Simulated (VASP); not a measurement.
# WC (Fm-3m) in VASP: further runs

Aim: see how the results for WC move with the level of theory and the settings. Levels: PBEsol, PBE, LDA. Tasks: single point, relaxation of cell and atoms.

All numbers are computed with VASP 6.6.1; they aren't measurements. Logs are shortened: lines on timing, memory, paths and dates and some standing lists are left out, and cuts for length are marked.

## 1. The cell of the first run

The structure is cubic, space group Fm-3m (No. 225). The conventional cell has a = 4.385 Å, b = 4.385 Å, c = 4.385 Å, α = 90.00°, β = 90.00°, γ = 90.00°. W (site symmetry m-3m) has 6 C at 2.19 Å within 2.9 Å. Within 2.9 Å of C (site symmetry m-3m) lie 6 W at 2.19 Å.

## 2. Single point, PBEsol

File INCAR:

```
SYSTEM = WC
PREC = Accurate
ENCUT = 520
EDIFF = 1E-7
ISMEAR = -1
SIGMA = 0.05
LREAL = .False.
LASPH = .True.
NELM = 100
ALGO = Normal
ISIF = 2
LWAVE = .False.
LCHARG = .False.
GGA = PS
NBANDS = 16
```

File KPOINTS:

```
Automatic mesh
0
Gamma
  8 8 8
  0 0 0
```

File POSCAR:

```
WC
1.0
    0.0000000000      2.1926840000      2.1926840000
    2.1926840000      0.0000000000      2.1926840000
    2.1926840000      2.1926840000      0.0000000000
W C
1 1
Direct
    0.0000000000      0.0000000000      0.0000000000
    0.5000000000      0.5000000000      0.5000000000
```

Potentials or basis: VASP PAW PBE potentials, release 64 (W_sv, C).

Started as:

```
> cat potpaw_PBE.64/W_sv/POTCAR potpaw_PBE.64/C/POTCAR > POTCAR
> mpirun -np 1 vasp_std > vasp.out
```

OUTCAR:

```text
SYSTEM = WC
   PREC = Accurate
   ENCUT = 520
   EDIFF = 1E-7
   ISMEAR = -1
   LREAL = .False.
   LASPH = .True.
   NELM = 100
   ISIF = 2
   GGA = PS

 ion  position               nearest neighbor table
   1  0.000  0.000  0.000-   2 2.19   2 2.19   2 2.19   2 2.19   2 2.19   2 2.19
   2  0.500  0.500  0.500-   1 2.19   1 2.19   1 2.19   1 2.19   1 2.19   1 2.19

  LATTYP: Found a face centered cubic cell.
 ALAT       =     4.3853680000

  Lattice vectors:

 A1 = (   0.0000000000,   2.1926840000,   2.1926840000)
 A2 = (   2.1926840000,   0.0000000000,   2.1926840000)
 A3 = (   2.1926840000,   2.1926840000,   0.0000000000)

Analysis of symmetry for initial positions (statically):
=====================================================================
 Subroutine PRICEL returns:
 Original cell was already a primitive cell.

 Routine SETGRP: Setting up the symmetry group for a
 face centered cubic supercell.

 Subroutine GETGRP returns: Found 48 space group operations
 (whereof 48 operations were pure point group operations)
 out of a pool of 48 trial point group operations.

The static configuration has the point symmetry O_h .

Analysis of symmetry for dynamics (positions and initial velocities):
=====================================================================
 Subroutine PRICEL returns:
 Original cell was already a primitive cell.

 Routine SETGRP: Setting up the symmetry group for a
 face centered cubic supercell.

 Subroutine GETGRP returns: Found 48 space group operations
 (whereof 48 operations were pure point group operations)
 out of a pool of 48 trial point group operations.

The dynamic configuration has the point symmetry O_h .

 Subroutine INISYM returns: Found 48 space group operations
 (whereof 48 operations are pure point group operations),
 and found     1 'primitive' translations

----------------------------------------------------------------------------------------

                                     Primitive cell

  volume of cell :      21.0842

  direct lattice vectors                    reciprocal lattice vectors
     0.000000000  2.192684000  2.192684000    -0.228031034  0.228031034  0.228031034
     2.192684000  0.000000000  2.192684000     0.228031034 -0.228031034  0.228031034
     2.192684000  2.192684000  0.000000000     0.228031034  0.228031034 -0.228031034

  length of vectors
     3.100923451  3.100923451  3.100923451     0.394961337  0.394961337  0.394961337

[... 79 lines left out ...]
   NELM   =    100;   NELMIN=  2; NELMDL= -5     # of ELM steps
   EDIFF  = 0.1E-06   stopping-criterion for ELM
   LREAL  =      F    real-space projection
   EDIFFG = 0.1E-05   stopping-criterion for IOM
   NSW    =      0    number of steps for IOM
   IBRION =     -1    ionic relax: 0-MD 1-quasi-New 2-CG
   NFREE  =      0    steps in history (QN), initial steepest desc. (CG)
   ISIF   =      2    stress and relaxation
   ISYM   =      2    0-nonsym 1-usesym 2-fastsym
   POTIM  = 0.5000    time-step for ionic-motion
   TEBEG  =    0.0;   TEEND  =   0.0 temperature during run
   PSTRESS=    0.0 pullay stress
   NELECT =      18.0000    total number of electrons
   NUPDOWN=      -1.0000    fix difference up-down
   EMIN   =  10.00;   EMAX   =-10.00  energy-range for DOS
   EFERMI =   0.00;   METHOD = LEGACY
   ISMEAR =    -1;   SIGMA  =   0.05  broadening in eV -4-tet -1-fermi 0-gaus
   EFERMI_NEDOS =   21; number of points for ismear=-14 and -15
   IALGO  =     38    algorithm
   IMIX   =      4    mixing-type and parameters
     AMIX     =   0.40;   BMIX     =  1.00
     AMIX_MAG =   1.60;   BMIX_MAG =  1.00
  volume/ion in A,a.u.               =      10.54        71.14
  Fermi-wavevector in a.u.,A,eV,Ry     =   1.553029  2.934800 32.815887  2.411900
  Thomas-Fermi vector in A             =   2.657319
   LORBIT       =      0    0 simple, 1 ext, 2 COOP (PROOUT), +10 PAW based schemes
   GGA     = PS    functional components
   LHFCALC =     F    Hartree Fock is set to
   AEXX    =    0.0000 exact exchange contribution
   IVDW    =     0    specifies the selected vdW correction
   LEPSILON=     F    determine dielectric tensor
   LRPA    =     F    only Hartree local field effects (RPA)
 non-spin polarized calculation
  energy-cutoff  :      520.00
  volume of cell :       21.08
 maximum number of plane-waves:       588
   NGX = 11   NGY = 11   NGZ = 11

 number of electron      18.0000001 magnetization

 Free energy of the ion-electron system (eV)
  ---------------------------------------------------
  ext. energy  EPLUGINS =         0.00000000
  ---------------------------------------------------
  free energy    TOTEN  =       -22.97433460 eV

  energy without entropy =      -22.96115941  energy(sigma->0) =      -22.96774701

 E-fermi :  12.3774     XC(G=0): -13.8421

 val. band max:       12.3211365713   @ k =   0.5000   0.1250   0.0000
 cond. band min:      12.4157194327   @ k =  -0.2500   0.3750   0.1250
 fundamental gap:      0.0945828614
 Fermi energy:        12.3774304381

 k-point     1 :       0.0000    0.0000    0.0000
  band No.  band energies     occupation
      1     -63.1190      2.00000
      2     -27.1156      2.00000
      3     -27.1156      2.00000
      4     -27.1156      2.00000
      5      -3.5274      2.00000
      6       9.4911      2.00000
[... 433 lines left out ...]
      3     -27.3362      2.00000
      4     -27.2328      2.00000
      5       0.2875      2.00000
      6       3.7216      2.00000
[... 8 lines left out ...]
     15      24.3538      0.00000
     16      25.5520      0.00000

 [... further k-points ...]

------------------------ aborting loop because EDIFF is reached ----------------------------------------

  FORCE on cell =-STRESS in cart. coord.  units (eV):
  Direction    XX          YY          ZZ          XY          YZ          ZX
  --------------------------------------------------------------------------------------
  -------------------------------------------------------------------------------------
  Total       -1.1560769     -1.1560769     -1.1560769      0.0000000      0.0000000      0.0000000
  in kB      -87.8494758    -87.8494758    -87.8494758      0.0000000      0.0000000      0.0000000
  external PRESSURE =     -87.8494758 kB  Pullay stress =       0.0000000 kB

 VOLUME and BASIS-vectors are now :
 -----------------------------------------------------------------------------
  energy-cutoff  :      520.00
  volume of cell :       21.08
      direct lattice vectors                 reciprocal lattice vectors
     0.000000000  2.192684000  2.192684000    -0.228031034  0.228031034  0.228031034
     2.192684000  0.000000000  2.192684000     0.228031034 -0.228031034  0.228031034
     2.192684000  2.192684000  0.000000000     0.228031034  0.228031034 -0.228031034

 POSITION                                       TOTAL-FORCE (eV/Angst)
 -----------------------------------------------------------------------------------
      0.00000      0.00000      0.00000         0.000000      0.000000      0.000000
      2.19268      2.19268      2.19268         0.000000      0.000000      0.000000
 -----------------------------------------------------------------------------------
    total drift:                                0.000000     -0.000000     -0.000000

  FREE ENERGIE OF THE ION-ELECTRON SYSTEM (eV)
  ---------------------------------------------------
  free  energy   TOTEN  =       -22.9743346016 eV

  energy  without entropy=      -22.9611594096  energy(sigma->0) =      -22.96774701
```

OSZICAR:

```text
N       E                     dE             d eps       ncg     rms          rms(c)
DAV:   1     0.105445738091E+03    0.10545E+03   -0.93433E+03   928   0.123E+03
DAV:   2    -0.230306712984E+02   -0.12848E+03   -0.12442E+03  1144   0.333E+02
DAV:   3    -0.262479925341E+02   -0.32173E+01   -0.32061E+01  1000   0.493E+01
DAV:   4    -0.262633884833E+02   -0.15396E-01   -0.15395E-01  1232   0.392E+00
DAV:   5    -0.262635051022E+02   -0.11662E-03   -0.11662E-03  1040   0.322E-01    0.312E+01
DAV:   6    -0.230935589505E+02    0.31699E+01   -0.76850E+00  1152   0.267E+01    0.824E+00
DAV:   7    -0.230078187072E+02    0.85740E-01   -0.45882E-01   960   0.526E+00    0.637E+00
DAV:   8    -0.229764413985E+02    0.31377E-01   -0.85928E-02  1008   0.228E+00    0.126E+00
DAV:   9    -0.229744598847E+02    0.19815E-02   -0.38550E-03  1016   0.486E-01    0.111E-01
DAV:  10    -0.229743385917E+02    0.12129E-03   -0.38235E-04  1072   0.226E-01    0.714E-02
DAV:  11    -0.229743365163E+02    0.20754E-05   -0.36117E-05  1072   0.477E-02    0.227E-02
DAV:  12    -0.229743346456E+02    0.18707E-05   -0.54757E-06  1024   0.180E-02    0.233E-03
DAV:  13    -0.229743346016E+02    0.44090E-07   -0.17779E-07   984   0.313E-03
   1 F= -.22974335E+02 E0= -.22967747E+02  d E =-.131752E-01
```

stdout:

```text
POSCAR found type information on POSCAR W C
 POSCAR found :  2 types and       2 ions
 scaLAPACK will be used
 -----------------------------------------------------------------------------
|                                                                             |
|                                                                             |
|     You enforced a specific xc type in the INCAR file but a different       |
|     I HOPE YOU KNOW WHAT YOU ARE DOING!                                     |
|                                                                             |
 -----------------------------------------------------------------------------

 LDA part: xc-table for (Slater+PW92), standard interpolation
 POSCAR, INCAR and KPOINTS ok, starting setup
 FFT: planning ... GRIDC
 FFT: planning ... GRID_SOFT
 FFT: planning ... GRID
 WAVECAR not read
 entering main loop
```

Run time: 7.1 s. Hardware: 1 thread of Intel Xeon 6975P-C, shared host; peak memory 0.14 GiB.

Results:

| Property | Result |
| --- | --- |
| Free energy | -22.9743 eV |
| Pressure | -8.8 GPa |
| Band gap on the k mesh | zero (band 9 reaches 13.30 eV, above the bottom of band 10 at 10.18 eV) |

Levels at points of the mesh, in eV from the Fermi level:
| k point | band 7 | band 8 | band 9 | band 10 | band 11 | band 12 |
| --- | --- | --- | --- | --- | --- | --- |
| (0.00, 0.00, 0.00) | -2.89 | -2.89 | -1.15 | -1.15 | -1.15 | -1.10 |
| (0.50, 0.00, 0.00) | -6.70 | -6.70 | 0.92 | 0.92 | 2.21 | 4.78 |
| (0.50, 0.50, 0.00) | -5.71 | -2.60 | -2.60 | 0.72 | 2.15 | 2.15 |

Caveat: the PAW data sets were made with another functional, which shifts forces and pressure a little; spin-orbit coupling is left out, which moves the levels of the heavy elements.

(Part 1 of 3 ends here.)
